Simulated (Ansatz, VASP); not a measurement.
## One calculation of Ge, two programs

INCAR

```
PREC = Accurate
ENCUT = 520
EDIFF = 1E-6
ISMEAR = 0
SIGMA = 0.15
LREAL = False
LASPH = True
NELM = 100
ALGO = Normal
ISIF = 2
LWAVE = False
LCHARG = False
GGA = PS
NBANDS = 21
```

The input KPOINTS:

```
regular mesh
0
Gamma
  22 22 12
```

File POSCAR:

```
Ge
1.0
    0.0000000000      0.0000000000     -2.6427277821
    2.7652112298      0.0000000000      0.0000000000
    0.0000000000     -5.0390024825      0.0000000000
Ge
2
Direct
   -0.0567595350      0.5000000000      0.0000000000
    0.0567595350      0.0000000000      0.5000000000
```

Input for Ansatz:

```yaml
crystal:
  lattice:
    - [0.0, 0.0, -2.6427277821]
    - [2.7652112298, 0.0, 0.0]
    - [0.0, -5.0390024825, 0.0]
  atoms:
    - { symbol: Ge, position: [-0.056759535, 0.5, 0.0] }
    - { symbol: Ge, position: [0.056759535, 0.0, 0.5] }
basis:
  ecutwfc: 420
kpoints:
  mp_grid: { grid: [22, 22, 12] }
hamiltonian:
  xc: pbesol
scf:
  occupations: { method: gaussian, width: 0.15 }
output:
  forces: true
  stress: true
  eigenvalues: true
```

Change from the starting cell: mode 5 (55.6 1/cm) frozen in, largest displacement +0.150 Å.

Alike in both runs: task single point; functional PBEsol; k mesh 22 × 22 × 12; occupations gaussian, width 0.15 eV; no spin polarisation.

|  | VASP | Ansatz |
| --- | --- | --- |
| version | VASP 6.6.1 | Ansatz 0.2.0 |
| potentials or method | VASP PAW PBE potentials, release 64 (Ge_d), cutoff 520 eV | scalar-relativistic, plane waves, PAW |
| valence electrons in the cell | 28 | 28 |

VASP gave:

```
gap on the k mesh at the Fermi level (eV)                     : none
pressure (GPa)                                                : 0.0
traceless stress, the component that is largest in VASP (GPa) : -1.15
rms of the force components (eV/Å)                            : 0.071
```

What did Ansatz give for the same quantities?

gap on the k mesh at the Fermi level (eV): none; pressure (GPa): 0.1; traceless stress, the component that is largest in VASP (GPa): -1.18; rms of the force components (eV/Å): 0.072.

VASP's potentials were made for PBE, not for PBEsol. Atom by atom the forces differ by 0.000 eV/Å (rms over components). A gap of «none» marks a metal or a gap that the smearing closes.
